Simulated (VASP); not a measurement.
Co, 1 atom in the cell. Symmetry: Pm-3m, No. 221, cubic system. The conventional cell has a = 2.254 Å, b = 2.254 Å, c = 2.254 Å, α = 90.00°, β = 90.00°, γ = 90.00°. Co (site symmetry m-3m) has 6 Co at 2.25 Å within 3.0 Å.  This cell differs from its parent crystal: volume scaled by 0.96.

* Program: VASP 6.6.1
* Task: single point
* Functional: PBE
* Potentials or basis: VASP PAW PBE potentials, release 64 (Co)
* Cutoff: 520 eV
* k mesh: 15 × 15 × 15
* Occupations: fermi-dirac, width 0.1 eV
* Spin: no spin polarisation
* Dipole correction: no
* Further INCAR settings: ALGO = Normal; EDIFF = 1e-07; NBANDS = 10

Potentials or basis: VASP PAW PBE potentials, release 64 (Co).

Launch:

```bash
$ cat potpaw_PBE.64/Co/POTCAR > POTCAR
$ mpirun -np 1 vasp_std > vasp.out
```

Hardware: 1 thread of Intel Xeon 8259CL, with other jobs on the host.

Problem. How long does it take, and how much memory?

Solution. Run time: 19 s on 1 thread of Intel Xeon 8259CL (shared host), peak memory 0.13 GiB. Counts: scf iterations 12, k points 120.
